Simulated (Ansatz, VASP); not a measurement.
## Two plane-wave programs on MgO

Contents of INCAR:

```
ALGO = Normal
EDIFF = 1E-6
ENCUT = 840
GGA_COMPAT = False
ISIF = 2
ISMEAR = 0
LASPH = True
LCHARG = True
LELF = True
LREAL = False
LVHAR = True
LWAVE = False
NBANDS = 15
NELM = 120
PREC = Accurate
SIGMA = 0.01
```

KPOINTS

```
k-points
0
Gamma
  10 10 10
```

Contents of POSCAR:

```
MgO
1.0
    0.0000000000      2.0933230742      2.0933230742
    2.0933230742      0.0000000000      2.0933230742
    2.0933230742      2.0933230742      0.0000000000
Mg O
1 1
Direct
    0.0000000000      0.0000000000      0.0000000000
    0.5000000000      0.5000000000      0.5000000000
```

Input for Ansatz:

```yaml
crystal:
  lattice:
    - [0.0, 2.0933230742, 2.0933230742]
    - [2.0933230742, 0.0, 2.0933230742]
    - [2.0933230742, 2.0933230742, 0.0]
  atoms:
    - { symbol: Mg, position: [0.0, 0.0, 0.0] }
    - { symbol: O, position: [0.5, 0.5, 0.5] }
basis:
  ecutwfc: 420
kpoints:
  mp_grid: { grid: [10, 10, 10] }
hamiltonian:
  xc: lda
scf:
  occupations: { method: fixed }
output:
  forces: true
  stress: true
  eigenvalues: true
```

Alike in both runs: task single point; functional LDA; k mesh 10 × 10 × 10; no spin polarisation.

```csv
,VASP,Ansatz
version,VASP 6.6.1,Ansatz 0.2.0
potentials or method,"VASP PAW LDA potentials, release 64 (Mg_sv, O), cutoff 840 eV","scalar-relativistic, plane waves, PAW"
occupations,"gaussian, width 0.01 eV",fixed
valence electrons in the cell,16,16
```

|  | VASP | Ansatz | Ansatz less VASP |
| --- | --- | --- | --- |
| gap on the k mesh at the Fermi level (eV) | 4.85 | 4.84 | -0.011 |
| least direct gap on the mesh (eV) | 4.85 | 4.84 | -0.011 |
| pressure (GPa) | -2.7 | -3.3 | -0.56 |

LDA's correlation is that of Perdew and Zunger in VASP and of Perdew and Wang (1992) in Ansatz.
